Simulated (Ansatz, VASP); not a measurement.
AlRu in VASP and in Ansatz

The input INCAR:

```
SYSTEM = AlRu
  ALGO = Normal
  EDIFF = 1E-7
  EDIFFG = -0.01
  ENCUT = 500
  GGA = PS
  GGA_COMPAT = .False.
  IBRION = 2
  ISIF = 3
  ISMEAR = 0
  LASPH = .True.
  LCHARG = .False.
  LREAL = .False.
  LWAVE = .False.
  NELM = 120
  NELMIN = 4
  NSW = 100
  PREC = Accurate
  SIGMA = 0.15
```

Contents of KPOINTS:

```
k-points
0
Gamma
  12 12 12
  0 0 0
```

POSCAR

```
AlRu
1.0
    2.9602890583      0.0226544196     -0.0076664106
    0.0226544196      2.9821326556      0.0197031099
   -0.0076664106      0.0197031099      2.9744166754
Al Ru
1 1
Direct
    0.0559386695      0.0575550326     -0.1286825881
    0.4440613305      0.4424449674      0.6286825881
```

Input for Ansatz:

```yaml
crystal:
  lattice:
    - [2.9602890583, 0.0226544196, -0.0076664106]
    - [0.0226544196, 2.9821326556, 0.0197031099]
    - [-0.0076664106, 0.0197031099, 2.9744166754]
  atoms:
    - { symbol: Al, position: [0.0559386695, 0.0575550326, -0.1286825881] }
    - { symbol: Ru, position: [0.4440613305, 0.4424449674, 0.6286825881] }
basis:
  ecutwfc: 420
kpoints:
  mp_grid: { grid: [12, 12, 12] }
hamiltonian:
  xc: pbesol
scf:
  occupations: { method: gaussian, width: 0.15 }
output:
  forces: true
  stress: true
  eigenvalues: true
relax:
  adjacent_minimum: "off"
  f_tol: 0.01
  max_steps: 80
  cell: { stress_tol: 0.1 }
```

Change from the starting cell: all atoms moved at random, sigma 0.4 Å a component, cell strained at random, sigma 0.01; relaxed back.

Alike in both runs: task relaxation of cell and atoms; functional PBEsol; k mesh 12 × 12 × 12; occupations gaussian, width 0.15 eV; no spin polarisation.

```csv
,VASP,Ansatz
version,VASP 6.6.1,Ansatz 0.2.0
potentials or method,"VASP PAW PBE potentials, release 64 (Al, Ru_pv), cutoff 500 eV","scalar-relativistic, plane waves, PAW"
valence electrons in the cell,17,19
```

```csv
,VASP,Ansatz,Ansatz less VASP
"gap on the k mesh at the Fermi level, each at its own relaxed structure (eV)",none,none,-
relaxed volume (Å³/atom),13.18,13.18,-0.006
relaxed length of the cell vector where the two differ most in proportion (Å),2.977,2.976,-0.0008
```

VASP's potentials were made for PBE, not for PBEsol. A gap of «none» marks a metal or a gap that the smearing closes. VASP's potentials hold 17 valence electrons a cell and Ansatz's 19, so a difference there can come from the potentials and not from the codes.
